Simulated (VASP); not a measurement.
A run of VASP 6.6.1 is set up as follows.

INCAR

```
SYSTEM = PtSe
PREC     = Accurate       ! precision mode
ENCUT    = 500            ! plane-wave cutoff, eV
EDIFF    = 1E-6           ! SCF threshold, eV
ISMEAR   = -1             ! smearing method
SIGMA    = 0.05           ! smearing width, eV
LREAL    = .False.        ! projectors in reciprocal space
LASPH    = .True.         ! aspherical terms in the spheres
NELM     = 120            ! most SCF steps
ALGO     = Normal         ! electronic algorithm
ISIF     = 2              ! what is computed and relaxed
LWAVE    = .False.        ! write WAVECAR
LCHARG   = .False.        ! write CHGCAR
GGA      = PE             ! functional
NBANDS   = 15             ! bands
GGA_COMPAT= .False.
```

KPOINTS

```
regular mesh
0
Gamma
  8 8 8
  0 0 0
```

File POSCAR:

```
PtSe
1.0
    0.0000000000      2.7796292813      2.7796292813
    2.7796292813      0.0000000000      2.7796292813
    2.7796292813      2.7796292813      0.0000000000
Pt Se
1 1
Direct
    0.5000000000      0.5000000000      0.5000000000
    0.0000000000      0.0000000000      0.0000000000
```

Potentials or basis: VASP PAW PBE potentials, release 64 (Pt, Se).

The run is started by

```sh
$ cat potpaw_PBE.64/Pt/POTCAR potpaw_PBE.64/Se/POTCAR > POTCAR
$ mpirun -np 1 vasp_std > vasp.out
```

Predict the band gap on the k mesh.

zero (band 8 reaches 7.72 eV, above the bottom of band 9 at 4.18 eV).

Estimate the pressure.

-13.5 GPa.

Caveat: spin-orbit coupling is left out, which moves the levels of the heavy elements.
